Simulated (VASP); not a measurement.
# Si (Im-3m) in VASP: further runs

Si is run at these levels: PBE; tasks: single point.

All numbers are computed with VASP 6.6.1; they aren't measurements. Logs are shortened: lines on timing, memory, paths and dates and some standing lists are left out, and cuts for length are marked.

**1. The cell of the first run**

Symmetry: Im-3m, No. 229, cubic system. Conventional cell: a = 6.536 Å, b = 6.536 Å, c = 6.536 Å, α = 90.00°, β = 90.00°, γ = 90.00°. Si (site symmetry -4m2) has 4 Si at 2.31 Å within 3.1 Å.

**2. Single point, PBE**

Input file INCAR:

```
SYSTEM = Si
  ALGO = Normal
  EDIFF = 1E-6
  ENCUT = 520
  GGA = PE
  ISIF = 2
  ISMEAR = 0
  LASPH = .True.
  LCHARG = .True.
  LELF = .True.
  LREAL = .False.
  LVHAR = .True.
  LWAVE = .False.
  NBANDS = 21
  NELM = 100
  PREC = Accurate
  SIGMA = 0.15
```

Input file KPOINTS:

```
k-points
0
Gamma
  5 5 5
  0 0 0
```

Input file POSCAR:

```
Si
1.0
   -3.2679805643      3.2679805643      3.2679805643
    3.2679805643     -3.2679805643      3.2679805643
    3.2679805643      3.2679805643     -3.2679805643
Si
6
Direct
    0.7500000000      0.2500000000      0.5000000000
    0.7500000000      0.5000000000      0.2500000000
    0.5000000000      0.2500000000      0.7500000000
    0.2500000000      0.5000000000      0.7500000000
    0.2500000000      0.7500000000      0.5000000000
    0.5000000000      0.7500000000      0.2500000000
```

Potentials or basis: VASP PAW PBE potentials, release 64 (Si).

Started as:

```console
cat potpaw_PBE.64/Si/POTCAR > POTCAR
mpirun -np 1 vasp_std > vasp.out
```

OUTCAR:

```text
SYSTEM = Si
   EDIFF = 1E-6
   ENCUT = 520
   GGA = PE
   ISIF = 2
   ISMEAR = 0
   LASPH = .True.
   LREAL = .False.
   NELM = 100
   PREC = Accurate

 ion  position               nearest neighbor table
   1  0.750  0.250  0.500-   2 2.31   3 2.31   4 2.31   6 2.31
   2  0.750  0.500  0.250-   1 2.31   5 2.31   6 2.31   3 2.31
   3  0.500  0.250  0.750-   1 2.31   2 2.31   4 2.31   5 2.31
   4  0.250  0.500  0.750-   3 2.31   5 2.31   6 2.31   1 2.31
   5  0.250  0.750  0.500-   3 2.31   4 2.31   6 2.31   2 2.31
   6  0.500  0.750  0.250-   1 2.31   2 2.31   5 2.31   4 2.31

  LATTYP: Found a body centered cubic cell.
 ALAT       =     6.5359611286

  Lattice vectors:

 A1 = (  -3.2679805643,   3.2679805643,   3.2679805643)
 A2 = (   3.2679805643,  -3.2679805643,   3.2679805643)
 A3 = (   3.2679805643,   3.2679805643,  -3.2679805643)

Analysis of symmetry for initial positions (statically):
=====================================================================
 Subroutine PRICEL returns:
 Original cell was already a primitive cell.

 Routine SETGRP: Setting up the symmetry group for a
 body centered cubic supercell.

 Subroutine GETGRP returns: Found 48 space group operations
 (whereof 48 operations were pure point group operations)
 out of a pool of 48 trial point group operations.

The static configuration has the point symmetry O_h .

Analysis of symmetry for dynamics (positions and initial velocities):
=====================================================================
 Subroutine PRICEL returns:
 Original cell was already a primitive cell.

 Routine SETGRP: Setting up the symmetry group for a
 body centered cubic supercell.

 Subroutine GETGRP returns: Found 48 space group operations
 (whereof 48 operations were pure point group operations)
 out of a pool of 48 trial point group operations.

The dynamic configuration has the point symmetry O_h .

 Subroutine INISYM returns: Found 48 space group operations
 (whereof 48 operations are pure point group operations),
 and found     1 'primitive' translations

----------------------------------------------------------------------------------------

                                     Primitive cell

  volume of cell :     139.6042

  direct lattice vectors                    reciprocal lattice vectors
    -3.267980564  3.267980564  3.267980564     0.000000000  0.152999686  0.152999686
     3.267980564 -3.267980564  3.267980564     0.152999686  0.000000000  0.152999686
     3.267980564  3.267980564 -3.267980564     0.152999686  0.152999686  0.000000000

  length of vectors
     5.660308376  5.660308376  5.660308376     0.216374231  0.216374231  0.216374231

  position of ions in fractional coordinates (direct lattice)
     0.750000000  0.250000000  0.500000000
     0.750000000  0.500000000  0.250000000
     0.500000000  0.250000000  0.750000000
     0.250000000  0.500000000  0.750000000
     0.250000000  0.750000000  0.500000000
     0.500000000  0.750000000  0.250000000

  ion indices of the primitive-cell ions
   primitive index   ion index
                 1           1
                 2           2
                 3           3
                 4           4
                 5           5
                 6           6

----------------------------------------------------------------------------------------

 KPOINTS: k-points

Automatic generation of k-mesh.
 Grid dimensions read from file:
 generate k-points for:    5    5    5

 Generating k-lattice:

  Cartesian coordinates                     Fractional coordinates (reciprocal lattice)
     0.000000000  0.030599937  0.030599937     0.200000000  0.000000000  0.000000000
     0.030599937  0.000000000  0.030599937     0.000000000  0.200000000  0.000000000
     0.030599937  0.030599937  0.000000000     0.000000000  0.000000000  0.200000000

  Length of vectors
     0.043274846  0.043274846  0.043274846

  Shift w.r.t. Gamma in fractional coordinates (k-lattice)
     0.000000000  0.000000000  0.000000000

 Subroutine IBZKPT returns following result:
 ===========================================

 Found     10 irreducible k-points:

 Following reciprocal coordinates:
            Coordinates               Weight
  0.000000  0.000000  0.000000      1.000000
  0.200000  0.000000  0.000000     12.000000
  0.400000  0.000000  0.000000     12.000000
  0.200000  0.200000  0.000000     24.000000
  0.400000  0.200000  0.000000     24.000000
  0.200000  0.200000  0.200000      8.000000
 -0.200000  0.200000  0.200000      6.000000
 -0.400000  0.400000  0.200000     24.000000
 -0.400000 -0.400000  0.200000      8.000000
 -0.400000  0.400000  0.400000      6.000000
   k-points           NKPTS =     10   k-points in BZ     NKDIM =     10   number of bands    NBANDS=     21
   number of dos      NEDOS =    301   number of ions     NIONS =      6
   total plane-waves  NPLWV =  74088
   dimension x,y,z NGX =    42 NGY =   42 NGZ =   42
   dimension x,y,z NGXF=    84 NGYF=   84 NGZF=   84
   ions per type =               6
   NGX,Y,Z   is equivalent  to a cutoff of  12.34, 12.34, 12.34 a.u.
   NGXF,Y,Z  is equivalent  to a cutoff of  24.67, 24.67, 24.67 a.u.
 SYSTEM =  Si
   PREC   = accura    normal or accurate (medium, high low for compatibility)
   ISTART =      0    job   : 0-new  1-cont  2-samecut
   ICHARG =      2    charge: 1-file 2-atom 10-const
   ISPIN  =      1    spin polarized calculation?
   LNONCOLLINEAR =      F non collinear calculations
   LSORBIT =      F    spin-orbit coupling
   LASPH  =      T    aspherical Exc in radial PAW
   ENCUT  =  520.0 eV  38.22 Ry    6.18 a.u.  10.52 10.52 10.52*2*pi/ulx,y,z
   NELM   =    100;   NELMIN=  2; NELMDL= -5     # of ELM steps
   EDIFF  = 0.1E-05   stopping-criterion for ELM
   LREAL  =      F    real-space projection
   EDIFFG = 0.1E-04   stopping-criterion for IOM
   NSW    =      0    number of steps for IOM
   IBRION =     -1    ionic relax: 0-MD 1-quasi-New 2-CG
   NFREE  =      0    steps in history (QN), initial steepest desc. (CG)
   ISIF   =      2    stress and relaxation
   ISYM   =      2    0-nonsym 1-usesym 2-fastsym
   POTIM  = 0.5000    time-step for ionic-motion
   TEBEG  =    0.0;   TEEND  =   0.0 temperature during run
   PSTRESS=    0.0 pullay stress
   NELECT =      24.0000    total number of electrons
   NUPDOWN=      -1.0000    fix difference up-down
   EMIN   =  10.00;   EMAX   =-10.00  energy-range for DOS
   EFERMI =   0.00;   METHOD = LEGACY
   ISMEAR =     0;   SIGMA  =   0.15  broadening in eV -4-tet -1-fermi 0-gaus
   EFERMI_NEDOS =   21; number of points for ismear=-14 and -15
   IALGO  =     38    algorithm
   IMIX   =      4    mixing-type and parameters
     AMIX     =   0.40;   BMIX     =  1.00
     AMIX_MAG =   1.60;   BMIX_MAG =  1.00
  volume/ion in A,a.u.               =      23.27       157.02
  Fermi-wavevector in a.u.,A,eV,Ry     =   0.910289  1.720196 11.274133  0.828625
  Thomas-Fermi vector in A             =   2.034433
   LORBIT       =      0    0 simple, 1 ext, 2 COOP (PROOUT), +10 PAW based schemes
   GGA     = PE    functional components
   LHFCALC =     F    Hartree Fock is set to
   AEXX    =    0.0000 exact exchange contribution
   IVDW    =     0    specifies the selected vdW correction
   LEPSILON=     F    determine dielectric tensor
   LRPA    =     F    only Hartree local field effects (RPA)
 non-spin polarized calculation
 Gauss-broadening in eV      SIGMA  =   0.15
  energy-cutoff  :      520.00
  volume of cell :      139.60
 maximum number of plane-waves:      3781
 NGX is ok and might be reduce to    42
   NGX = 21   NGY = 21   NGZ = 21

 number of electron      24.0000000 magnetization

 Free energy of the ion-electron system (eV)
  ---------------------------------------------------
  ext. energy  EPLUGINS =         0.00000000
  ---------------------------------------------------
  free energy    TOTEN  =       -30.94704484 eV

  energy without entropy =      -30.94007852  energy(sigma->0) =      -30.94356168

 E-fermi :   4.6033     XC(G=0):  -8.3662

 val. band max:        4.4669454829   @ k =  -0.4000   0.4000   0.4000
 cond. band min:       4.7123207163   @ k =  -0.4000   0.4000   0.4000
 fundamental gap:      0.2453752334
 Fermi energy:         4.6033374784

 k-point     1 :       0.0000    0.0000    0.0000
  band No.  band energies     occupation
      1      -7.6388      2.00000
      2      -2.9467      2.00000
      3      -2.9467      2.00000
      4      -2.6850      2.00000
      5      -2.6850      2.00000
      6      -2.6850      2.00000
[... 13 lines left out ...]
     20      11.6536      0.00000
     21      11.6536      0.00000

 k-point     2 :       0.2000    0.0000    0.0000
  band No.  band energies     occupation
      1      -7.4304      2.00000
      2      -4.3190      2.00000
      3      -3.5752      2.00000
      4      -2.8162      2.00000
      5      -1.7775      2.00000
      6      -1.3247      2.00000
[... 13 lines left out ...]
     20      10.4208      0.00000
     21      10.4948      0.00000

 k-point     3 :       0.4000    0.0000    0.0000
  band No.  band energies     occupation
      1      -6.8613      2.00000
      2      -5.5779      2.00000
      3      -3.9628      2.00000
      4      -2.9990      2.00000
      5      -0.6937      2.00000
      6      -0.1024      2.00000
[... 13 lines left out ...]
     20       9.0477      0.00000
     21      10.3354      0.00000

 k-point     4 :       0.2000    0.2000    0.0000
  band No.  band energies     occupation
      1      -7.0305      2.00000
      2      -5.1615      2.00000
      3      -4.3177      2.00000
      4      -2.3257      2.00000
      5      -1.5841      2.00000
      6      -0.0451      2.00000
[... 13 lines left out ...]
     20      10.0824      0.00000
     21      10.2150      0.00000

 k-point     5 :       0.4000    0.2000    0.0000
  band No.  band energies     occupation
      1      -6.4756      2.00000
      2      -5.9304      2.00000
      3      -4.6155      2.00000
      4      -2.2262      2.00000
      5      -1.1117      2.00000
      6       0.0095      2.00000
[... 13 lines left out ...]
     20       9.7162      0.00000
     21       9.8946      0.00000

 k-point     6 :       0.2000    0.2000    0.2000
  band No.  band energies     occupation
      1      -6.4526      2.00000
      2      -5.4844      2.00000
      3      -5.4844      2.00000
      4      -1.1809      2.00000
      5      -0.2971      2.00000
      6      -0.2971      2.00000
[... 13 lines left out ...]
     20       9.3363      0.00000
     21       9.3519      0.00000

 k-point     7 :      -0.2000    0.2000    0.2000
  band No.  band energies     occupation
      1      -7.2313      2.00000
      2      -4.8637      2.00000
      3      -3.0104      2.00000
      4      -2.9600      2.00000
      5      -2.9600      2.00000
      6       0.1428      2.00000
[... 13 lines left out ...]
     20      10.0680      0.00000
     21      10.3922      0.00000

 k-point     8 :      -0.4000    0.4000    0.2000
  band No.  band energies     occupation
      1      -6.6908      2.00000
      2      -5.6819      2.00000
      3      -3.7567      2.00000
      4      -3.1570      2.00000
      5      -2.1838      2.00000
      6      -0.0935      2.00000
[... 13 lines left out ...]
     20       9.3914      0.00000
     21       9.5682      0.00000

 k-point     9 :      -0.4000   -0.4000    0.2000
  band No.  band energies     occupation
      1      -6.1673      2.00000
      2      -6.1673      2.00000
      3      -4.0672      2.00000
      4      -2.6703      2.00000
      5      -2.6703      2.00000
      6      -0.6486      2.00000
[... 13 lines left out ...]
     20       9.2316      0.00000
     21       9.2907      0.00000

 k-point    10 :      -0.4000    0.4000    0.4000
  band No.  band energies     occupation
      1      -6.2786      2.00000
      2      -5.9018      2.00000
      3      -3.3693      2.00000
      4      -3.3693      2.00000
      5      -3.3043      2.00000
      6      -1.0502      2.00000
[... 13 lines left out ...]
     20       9.0860      0.00000
     21       9.0860      0.00000

------------------------ aborting loop because EDIFF is reached ----------------------------------------

  FORCE on cell =-STRESS in cart. coord.  units (eV):
  Direction    XX          YY          ZZ          XY          YZ          ZX
  --------------------------------------------------------------------------------------
  -------------------------------------------------------------------------------------
  Total        6.2561438      6.2561438      6.2561438     -0.0000000     -0.0000000     -0.0000000
  in kB       71.7990864     71.7990864     71.7990864     -0.0000000     -0.0000000     -0.0000000
  external PRESSURE =      71.7990864 kB  Pullay stress =       0.0000000 kB

 VOLUME and BASIS-vectors are now :
 -----------------------------------------------------------------------------
  energy-cutoff  :      520.00
  volume of cell :      139.60
      direct lattice vectors                 reciprocal lattice vectors
    -3.267980564  3.267980564  3.267980564     0.000000000  0.152999686  0.152999686
     3.267980564 -3.267980564  3.267980564     0.152999686  0.000000000  0.152999686
     3.267980564  3.267980564 -3.267980564     0.152999686  0.152999686  0.000000000

 POSITION                                       TOTAL-FORCE (eV/Angst)
 -----------------------------------------------------------------------------------
      0.00000      3.26798      1.63399        -0.000000      0.000000     -0.000000
      0.00000      1.63399      3.26798         0.000000     -0.000000     -0.000000
      1.63399      3.26798      0.00000         0.000000      0.000000      0.000000
      3.26798      1.63399      0.00000        -0.000000     -0.000000      0.000000
      3.26798      0.00000      1.63399         0.000000     -0.000000     -0.000000
      1.63399      0.00000      3.26798         0.000000      0.000000     -0.000000
 -----------------------------------------------------------------------------------
    total drift:                                0.000000      0.000000      0.000000

  FREE ENERGIE OF THE ION-ELECTRON SYSTEM (eV)
  ---------------------------------------------------
  free  energy   TOTEN  =       -30.9470448360 eV

  energy  without entropy=      -30.9400785167  energy(sigma->0) =      -30.94356168
```

Run time: 16 s. Hardware: 1 thread of Intel Xeon 6975P-C (Granite Rapids), shared host; peak memory 0.24 GiB.

What came out:

```yaml
Free_energy: -30.9470 eV
Pressure: 7.2 GPa
Band_gap_on_the_k_mesh: 0.25 eV, direct
```

A k mesh can miss the band edges.

**3. Single point, PBE**

This run uses another cell than the first one, of 23.76 Å³/atom, 1.021 times its volume.

Input file INCAR:

```
PREC = Accurate
ENCUT = 520
EDIFF = 1E-6
ISMEAR = 0
SIGMA = 0.15
LREAL = False
LASPH = True
NELM = 60
ALGO = Normal
ISIF = 2
LWAVE = False
LCHARG = False
GGA = PE
NBANDS = 21
```

Input file KPOINTS:

```
Automatic mesh
0
Gamma
  5 5 5
```

Edit POSCAR of step 2 so:

```diff
@@ -2,5 +2,5 @@
 1.0
-   -3.2679805643      3.2679805643      3.2679805643
-    3.2679805643     -3.2679805643      3.2679805643
-    3.2679805643      3.2679805643     -3.2679805643
+   -3.2909952702      3.2909952702      3.2909952702
+    3.2909952702     -3.2909952702      3.2909952702
+    3.2909952702      3.2909952702     -3.2909952702
 Si
```

Potentials or basis: VASP PAW PBE potentials, release 64 (Si).

Started as:

```console
cat potpaw_PBE.64/Si/POTCAR > POTCAR
mpirun -np 1 vasp_std > vasp.out
```

Wall time 15 s (1 thread of Intel Xeon 6975P-C (Granite Rapids), shared host); peak memory 0.25 GiB.

Results (log left out):

```yaml
Free_energy: -31.0620 eV
Pressure: 5.2 GPa
Band_gap_on_the_k_mesh: 0.28 eV, direct
```

Levels at points of the mesh, in eV from the valence-band top:
```csv
k point,band 10,band 11,band 12,band 13,band 14,band 15
"(0.00, 0.00, 0.00)",-2.09,-2.09,-2.09,2.11,2.11,2.11
```

A k mesh can miss the band edges.

(Part 1 of 2 ends here.)
